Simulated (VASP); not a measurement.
Input of a VASP 6.6.1 run:

File INCAR:

```
  PREC = Accurate
  ENCUT = 500
  EDIFF = 1E-6
  ISMEAR = 0
  SIGMA = 0.01
  LREAL = False
  LASPH = True
  NELM = 120
  ALGO = Normal
  ISIF = 2
  LWAVE = False
  LCHARG = False
  GGA = PE
  NBANDS = 16
  ISYM = 0
  GGA_COMPAT = False
```

KPOINTS

```
Automatic mesh
0
Gamma
  6 6 4
  0.5 0.5 0.5
```

File POSCAR:

```
NaH
1.0
    3.9533072863      0.0000000000      0.0000000000
   -1.9766536431      3.4236645389      0.0000000000
    0.0000000000      0.0000000000      4.8283237758
Na H
2 2
Direct
    0.3333333333      0.6666666667      0.2500000000
    0.6666666667      0.3333333333      0.7500000000
    0.6666666667      0.3333333333      0.2500000000
    0.3333333333      0.6666666667      0.7500000000
```

Potentials or basis: VASP PAW PBE potentials, release 64 (Na_pv, H).

The run is started by

```console
$ cat potpaw_PBE.64/Na_pv/POTCAR potpaw_PBE.64/H/POTCAR > POTCAR
$ mpirun -np 1 vasp_std > vasp.out
```

Question: Predict the pressure.

Answer: 0.3 GPa.

Question: What does it give for the band gap on the k mesh?

Answer: 3.70 eV, indirect (least direct gap 4.18 eV).

Stress tensor (GPa, compression positive):
```
0.27 0.00 0.00
0.00 0.27 0.00
0.00 0.00 0.39
```

A k mesh can miss the band edges.
